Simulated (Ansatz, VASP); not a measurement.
## One calculation of BiTe, two programs

Contents of INCAR:

```
SYSTEM = BiTe
PREC = Accurate ; ENCUT = 500
EDIFF = 1E-6 ; ISMEAR = -1
SIGMA = 0.2585199978643553 ; LREAL = .FALSE.
LASPH = .TRUE. ; NELM = 120
ALGO = Normal ; ISIF = 2
LWAVE = .FALSE. ; LCHARG = .FALSE.
GGA = PE ; NBANDS = 18
GGA_COMPAT = .FALSE.
```

The input KPOINTS:

```
regular mesh
0
G
  4 4 4
  0 0 0
```

POSCAR

```
BiTe
1.0
    0.0000000000      3.2350000000      3.2350000000
    3.2350000000      0.0000000000      3.2350000000
    3.2350000000      3.2350000000      0.0000000000
Bi Te
1 1
Direct
    0.8750000000      0.8330000000      0.5850000000
    1.3750000000      1.3330000000      1.0850000000
```

Input for Ansatz:

```yaml
crystal:
  lattice:
    - [0.0, 3.235, 3.235]
    - [3.235, 0.0, 3.235]
    - [3.235, 3.235, 0.0]
  atoms:
    - { symbol: Bi, position: [0.875, 0.833, 0.585] }
    - { symbol: Te, position: [1.375, 1.333, 1.085] }
basis:
  ecutwfc: 420
kpoints:
  mp_grid: { grid: [4, 4, 4] }
hamiltonian:
  xc: pbe
scf:
  occupations: { method: fermi_dirac, width: "3000 K" }
output:
  forces: true
  stress: true
  eigenvalues: true
```

Alike in both runs: task single point; functional PBE; k mesh 4 × 4 × 4; no spin polarisation.

|  | VASP | Ansatz |
| --- | --- | --- |
| version | VASP 6.6.1 | Ansatz 0.2.0 |
| potentials or method | VASP PAW PBE potentials, release 64 (Bi_d, Te), cutoff 500 eV | scalar-relativistic, plane waves, PAW |
| occupations | fermi-dirac, width 0.25852 eV | fermi-dirac |
| valence electrons in the cell | 21 | 31 |

Ansatz gave:

| Property | Result |
| --- | --- |
| gap on the k mesh at the Fermi level (eV) | none |
| pressure (GPa) | 1.1 |

Problem. Which values does VASP return?

Solution. gap on the k mesh at the Fermi level (eV): none; pressure (GPa): 1.0.

A gap of «none» marks a metal or a gap that the smearing closes. VASP's potentials hold 21 valence electrons a cell and Ansatz's 31, so a difference there can come from the potentials and not from the codes.

The k mesh is coarse, so the values compare programs but aren't converged. Spin-orbit coupling is off throughout.
